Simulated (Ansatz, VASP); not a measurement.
# CoSi: VASP beside Ansatz

```xyz
8
Lattice="4.4450 0.0000 0.0000 0.0000 4.4450 0.0000 0.0000 0.0000 4.4450" Properties=species:S:1:pos:R:3 pbc="T T T"
Co    0.6429    0.6429    0.6429
Co    1.5796    3.8021    2.8654
Co    2.8654    1.5796    3.8021
Co    3.8021    2.8654    1.5796
Si    3.7473    3.7473    3.7473
Si    2.9202    0.6977    1.5248
Si    1.5248    2.9202    0.6977
Si    0.6977    1.5248    2.9202
```

Alike in both runs: functional PBE; k mesh 8 × 8 × 8; occupations gaussian, width 0.03 eV; no spin polarisation.

Ansatz relaxed the structure, and its values are those at the end. VASP's run is a single point on that final structure, the one shown.

|  | VASP | Ansatz |
| --- | --- | --- |
| version | VASP 6.6.1 | Ansatz 0.2.0 |
| potentials or method | VASP PAW PBE potentials, release 64 (Co, Si) | scalar-relativistic, plane waves, PAW |
| plane-wave cutoff (eV) | 520 | 420 |
| valence electrons in the cell | 52 | 84 |

Ansatz gave:

- gap on the k mesh at the Fermi level (eV): none
- pressure (GPa): -2.1

Question: Estimate VASP's values.

Answer: gap on the k mesh at the Fermi level (eV): none; pressure (GPa): -2.2.

A gap of «none» marks a metal or a gap that the smearing closes. The functional is the same, so the differences come from potentials, cutoffs and numerics. VASP's potentials hold 52 valence electrons a cell and Ansatz's 84, so a difference there can come from the potentials and not from the codes. Ansatz's warnings: stress scf threshold loose.
